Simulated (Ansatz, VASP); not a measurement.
# Two plane-wave programs on SiC

POSCAR

```
SiC
1.0
    3.1358314800      0.0000000000      0.0000000000
   -1.5679157400      2.7157097200      0.0000000000
    0.0000000000      0.0000000000      5.1476383900
Si C
2 2
Direct
    0.3333333300      0.6666666700      0.0046022700
    0.6666666700      0.3333333300      0.5046022700
    0.3333333300      0.6666666700      0.3803977300
    0.6666666700      0.3333333300      0.8803977300
```

INCAR.step1

```
ALGO     = Normal         # electronic algorithm
EDIFF    = 1E-4           # SCF threshold, eV
ENCUT    = 520            # plane-wave cutoff, eV
GGA      = PE             # functional
ISMEAR   = -1             # smearing method
LASPH    = True           # aspherical terms in the spheres
LCHARG   = False          # write CHGCAR
LREAL    = False          # projectors in reciprocal space
LWAVE    = True           # write WAVECAR
NELM     = 60             # most SCF steps
PREC     = Accurate       # precision mode
SIGMA    = 0.02           # smearing width, eV
```

Contents of INCAR.step2:

```
ALGO     = Normal         # electronic algorithm
EDIFF    = 1E-6           # SCF threshold, eV
EDIFFG   = -0.01          # ionic threshold
ENCUT    = 520            # plane-wave cutoff, eV
IBRION   = 2              # ionic algorithm
ISIF     = 2              # what is computed and relaxed
ISMEAR   = -1             # smearing method
ISTART   = 1            
LASPH    = True           # aspherical terms in the spheres
LCHARG   = False          # write CHGCAR
LMIXTAU  = True         
LREAL    = False          # projectors in reciprocal space
LWAVE    = False          # write WAVECAR
METAGGA  = R2SCAN         # meta-GGA
NELM     = 60             # most SCF steps
NSW      = 50             # ionic steps
PREC     = Accurate       # precision mode
SIGMA    = 0.02           # smearing width, eV
```

The input KPOINTS:

```
k-points
0
Gamma
  12 12 6
```

Input for Ansatz:

```yaml
crystal:
  lattice:
    - [3.13583148, 0.0, 0.0]
    - [-1.56791574, 2.71570972, 0.0]
    - [0.0, 0.0, 5.1476384]
  atoms:
    - { symbol: Si, position: [0.33333333, 0.66666667, 0.00460227] }
    - { symbol: Si, position: [0.66666667, 0.33333333, 0.50460227] }
    - { symbol: C, position: [0.33333333, 0.66666667, 0.38039773] }
    - { symbol: C, position: [0.66666667, 0.33333333, 0.88039773] }
  symmetry: { tolerance: 0.0003 }
hamiltonian:
  xc: r2scan
  pseudopotentials: { kind: paw, azcp: { folder: soft_1 } }
basis:
  ecutwfc: 500
magnetization:
  spin_polarized: false
scf:
  occupations: { method: fermi_dirac, width: 0.02 }
kpoints:
  mp_grid: { grid: [12, 12, 6], shift: [0, 0, 0] }
  band_path:
    path:
      - [0.0, 0.0, 0.0]
      - [0.5, 0.0, 0.0]
      - [0.33333333, 0.33333333, 0.0]
      - [0.0, 0.0, 0.0]
      - [0.0, 0.0, 0.5]
      - [0.5, 0.0, 0.5]
      - [0.33333333, 0.33333333, 0.5]
      - [0.0, 0.0, 0.5]
      - [0.5, 0.0, 0.5]
      - [0.5, 0.0, 0.0]
      - [0.33333333, 0.33333333, 0.5]
    npoints: 7
output:
  forces: true
  stress: true
  eigenvalues: true
  write_potential: true
  elf: true
  volumetric_format: npy
  dos: { e_range: [-12, 8], de: 0.05 }
relax:
  max_steps: 30
```

Alike in both runs: task relaxation of the atoms; functional r2SCAN; k mesh 12 × 12 × 6; occupations fermi-dirac, width 0.02 eV; no spin polarisation.

|  | VASP | Ansatz |
| --- | --- | --- |
| version | VASP 6.6.1 | Ansatz 0.2.0 |
| potentials or method | VASP PAW PBE potentials, release 64 (Si, C), cutoff 520 eV | PAW plane waves |
| valence electrons in the cell | 16 | 16 |

```csv
,VASP,Ansatz,Ansatz less VASP
"gap on the k mesh at the Fermi level, each at its own relaxed structure (eV)",2.75,2.73,-0.012
```

VASP's potentials were made for PBE, not for r2SCAN. Ansatz's warnings: stress scf threshold loose.
